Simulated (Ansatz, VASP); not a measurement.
# Be3V: VASP beside Ansatz

The input POSCAR:

```
Be3V
1.0
    0.0000000000      2.6683789050      2.6683789050
    2.6683789050      0.0000000000      2.6683789050
    2.6683789050      2.6683789050      0.0000000000
Be V
3 1
Direct
    0.2500000000      0.2500000000      0.2500000000
    0.7500000000      0.7500000000      0.7500000000
    0.5000000000      0.5000000000      0.5000000000
    0.0000000000      0.0000000000      0.0000000000
```

The input INCAR.step1:

```
SYSTEM = Be3V
PREC = Accurate
ENCUT = 520
ISMEAR = 0
SIGMA = 0.1
LREAL = .False.
LASPH = .True.
NELM = 60
NBANDS = 18
GGA = PE
ALGO = Normal
EDIFF = 1E-4
LWAVE = .True.
LCHARG = .False.
```

File INCAR.step2:

```
SYSTEM = Be3V
PREC = Accurate
ENCUT = 520
EDIFF = 1E-7
ISMEAR = 0
SIGMA = 0.1
LREAL = .False.
LASPH = .True.
NELM = 60
ALGO = Normal
ISIF = 2
LWAVE = .False.
LCHARG = .False.
METAGGA = R2SCAN
LMIXTAU = .True.
NBANDS = 18
ISTART = 1
```

Contents of KPOINTS:

```
Automatic mesh
0
Gamma
  14 14 14
  0 0 0
```

Input for Ansatz:

```yaml
crystal:
  lattice:
    - [0.0, 2.668378905, 2.668378905]
    - [2.668378905, 0.0, 2.668378905]
    - [2.668378905, 2.668378905, 0.0]
  atoms:
    - { symbol: Be, position: [0.25, 0.25, 0.25] }
    - { symbol: Be, position: [0.75, 0.75, 0.75] }
    - { symbol: Be, position: [0.5, 0.5, 0.5] }
    - { symbol: V, position: [0.0, 0.0, 0.0] }
basis:
  ecutwfc: 500
kpoints:
  mp_grid: { grid: [14, 14, 14] }
hamiltonian:
  xc: r2scan
scf:
  occupations: { method: gaussian, width: 0.1 }
  lower_state_search: "off"
output:
  forces: true
  stress: true
  eigenvalues: true
```

Alike in both runs: task single point; functional r2SCAN; k mesh 14 × 14 × 14; occupations gaussian, width 0.1 eV; no spin polarisation.

|  | VASP | Ansatz |
| --- | --- | --- |
| version | VASP 6.6.1 | Ansatz 0.2.0 |
| potentials or method | VASP PAW PBE potentials, release 64 (Be, V_sv), cutoff 520 eV | scalar-relativistic, plane waves, PAW |
| valence electrons in the cell | 19 | 19 |

VASP gave:

```
gap on the k mesh at the Fermi level (eV) : none
pressure (GPa)                            : -1.8
```

Problem. Estimate Ansatz's values.

Solution. gap on the k mesh at the Fermi level (eV): none; pressure (GPa): -2.1.

VASP's potentials were made for PBE, not for r2SCAN. A gap of «none» marks a metal or a gap that the smearing closes.
